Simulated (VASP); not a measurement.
Input of a VASP 6.6.1 run:

The input INCAR:

```
SYSTEM = Sb
  PREC = Accurate
  ENCUT = 520
  EDIFF = 1E-7
  ISMEAR = 0
  SIGMA = 0.012
  LREAL = .FALSE.
  LASPH = .TRUE.
  NELM = 80
  ALGO = Normal
  ISIF = 2
  LWAVE = .FALSE.
  LCHARG = .FALSE.
  GGA = PE
  NBANDS = 12
```

File KPOINTS:

```
regular mesh
0
G
  8 8 8
  0 0 0
```

POSCAR

```
Sb
1.0
    2.1542000000      1.2437279499      3.7580000000
   -2.1542000000      1.2437279499      3.7580000000
    0.0000000000     -2.4874558998      3.7580000000
Sb
2
Direct
    0.7665100000      0.7665100000      0.7665100000
    0.2334900000      0.2334900000      0.2334900000
```

Potentials or basis: VASP PAW PBE potentials, release 64 (Sb).

Run with:

```sh
$ cat potpaw_PBE.64/Sb/POTCAR > POTCAR
$ mpirun -np 1 vasp_std > vasp.out
```

**Question.** Estimate the largest force.

**Answer.** 0.185 eV/Å.

**Question.** Estimate the pressure.

**Answer.** 2.8 GPa.

**Question.** Estimate the band gap on the k mesh.

**Answer.** Zero (band 5 reaches 7.38 eV, above the bottom of band 6 at 7.08 eV).

Forces on the atoms (eV/Å):
```
Sb   0.000  0.000 -0.185
Sb   0.000  0.000  0.185
```

Caveat: spin-orbit coupling is left out, which moves the levels of the heavy elements.
